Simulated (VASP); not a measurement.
Ga2As2C, 5 atoms in the cell. The cell holds a slab with vacuum, 5 atoms: a = 4.063 Å, b = 4.063 Å, c = 21.390 Å, α = 90.00°, β = 90.00°, γ = 90.00°. 

```yaml
Program: VASP 6.6.1
Task: single point
Functional: PBE
Potentials_or_basis: VASP PAW PBE potentials, release 64 (As, Ga_d, C)
Cutoff: 520 eV
k_mesh: 7 × 7 × 1
Occupations: gaussian, width 0.05 eV
Spin: collinear spin
Starting_moments: "[0.0, 0.0, 0.0, 0.0, 2.0] μB"
Dipole_correction: yes
Further_INCAR_settings: ALGO = Normal; EDIFF = 1e-06; NBANDS = 32
```

Potentials or basis: VASP PAW PBE potentials, release 64 (As, Ga_d, C).

The run is started by

```console
$ cat potpaw_PBE.64/As/POTCAR potpaw_PBE.64/Ga_d/POTCAR potpaw_PBE.64/C/POTCAR > POTCAR
$ mpirun -np 1 vasp_std > vasp.out
```

Hardware: 1 thread of Intel Xeon 8259CL, with other jobs on the host.

Estimate the wall time of this run.

It took 25 min on 1 thread of Intel Xeon 8259CL, on a shared host, peak memory 0.66 GiB. Counts: scf iterations 28, k points 16.
